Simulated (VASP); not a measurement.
Crystal: Ir.

```
Ir
1.0
    -1.52367    1.52367    1.52367
     1.52367   -1.52367    1.52367
     1.52367    1.52367   -1.52367
Ir
1
Direct
  0.00000 0.00000 0.00000
```

```yaml
Program: VASP 6.6.1
Task: relaxation of cell and atoms
Functional: PBE
Potentials_or_basis: VASP PAW PBE potentials, release 64 (Ir)
Cutoff: 500 eV
k_mesh: 14 × 14 × 14
Occupations: fermi-dirac, width 0.1 eV
Spin: no spin polarisation
```

At the start: pressure 23.1 GPa; volume 14.15 Å³/atom.

Q: Where does the relaxation end?

A: Over 16 steps the energy falls by 62.9 meV/atom and the volume is 15.08 Å³/atom (+6.6 %); space group Im-3m (No. 229, to 0.05 Å).

Step by step:
```csv
step,energy change (eV),largest force (eV/Å),pressure (GPa),volume (Å³)
1,0.0000,0.0000,23.10,14.15
2,0.4806,0.0000,-37.64,18.75
3,-0.0623,0.0000,-1.93,15.18
4,-0.0629,0.0000,-0.21,15.09
5,-0.0629,0.0000,0.18,15.07
6,-0.0629,0.0000,0.18,15.07
7,-0.0629,0.0000,0.17,15.07
8,-0.0629,0.0000,0.16,15.07
9,-0.0629,0.0000,0.16,15.07
10,-0.0629,0.0000,0.16,15.07
11,-0.0629,0.0000,0.16,15.07
12,-0.0629,0.0000,0.16,15.07
13,-0.0629,0.0000,0.16,15.07
14,-0.0629,0.0000,0.15,15.08
15,-0.0629,0.0000,0.13,15.08
16,-0.0629,0.0000,0.10,15.08
```

Final structure:
```yaml
crystal:
  lattice:
    - [-1.55628, 1.55628, 1.55628]
    - [1.55628, -1.55628, 1.55628]
    - [1.55628, 1.55628, -1.55628]
  atoms:
    - { symbol: Ir, position: [0.00000, 0.00000, 0.00000] }
```
